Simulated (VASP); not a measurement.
Set up this calculation in VASP 6.6.1, as the native input.

```
Task                   : relaxation of the atoms
Functional             : PBE
Potentials or basis    : VASP PAW PBE potentials, release 64 (Ba_sv, Ti_sv, O)
Cutoff                 : 520 eV
k mesh                 : 8 × 8 × 6
Occupations            : gaussian, width 0.02 eV
Spin                   : no spin polarisation
Dipole correction      : no
Further INCAR settings : ALGO = Normal; EDIFF = 1e-07; IBRION = 2; EDIFFG = -0.008; NSW = 60
```

The structure of BaTiO3 lies in POSCAR:

```
BaTiO3
1.0
    4.0452315431      0.0000000000      0.0000000000
    0.0000000000      4.0452315431      0.0000000000
    0.0000000000      0.0000000000      4.2634898911
Ba Ti O
1 1 3
Direct
    0.5000000000      0.5000000000      0.5912757175
    0.0000000000      0.0000000000      0.1084227160
    0.0000000000      0.5000000000      0.0602445497
    0.5000000000      0.0000000000      0.0602445497
    0.0000000000      0.0000000000      0.5398094571
```

This cell differs from its parent crystal: equal strain along all axes, cell held: +1.5 %.

These files were run (other wordings do the same):

INCAR

```
SYSTEM = BaTiO3
ALGO     = Normal         ! electronic algorithm
EDIFF    = 1E-7           ! SCF threshold, eV
EDIFFG   = -0.008         ! ionic threshold
ENCUT    = 520            ! plane-wave cutoff, eV
GGA      = PE             ! functional
IBRION   = 2              ! ionic algorithm
ISIF     = 2              ! what is computed and relaxed
ISMEAR   = 0              ! smearing method
LASPH    = .True.         ! aspherical terms in the spheres
LCHARG   = .False.        ! write CHGCAR
LREAL    = .False.        ! projectors in reciprocal space
LWAVE    = .False.        ! write WAVECAR
NELM     = 100            ! most SCF steps
NSW      = 60             ! ionic steps
PREC     = Accurate       ! precision mode
SIGMA    = 0.02           ! smearing width, eV
```

KPOINTS

```
k-points
0
Gamma
  8 8 6
  0 0 0
```

Potentials or basis: VASP PAW PBE potentials, release 64 (Ba_sv, Ti_sv, O).

Run with:

```console
$ cat potpaw_PBE.64/Ba_sv/POTCAR potpaw_PBE.64/Ti_sv/POTCAR potpaw_PBE.64/O/POTCAR > POTCAR
$ mpirun -np 1 vasp_std > vasp.out
```

Results of the run:

```json
{
  "Energy gained by relaxing": "1.6 meV/atom",
  "Ionic steps": "9",
  "Pressure after relaxing": "-3.9 GPa",
  "Band gap on the k mesh": "1.73 eV (least direct gap 2.30 eV)"
}
```

Caveat: the cell differs from its parent crystal (equal strain along all axes, cell held: +1.5 %); spin-orbit coupling is left out, which moves the levels of the heavy elements.

It took 9.3 min on 1 thread of Oxide Virtual Turin-like Processor (shared host), peak memory 0.22 GiB.
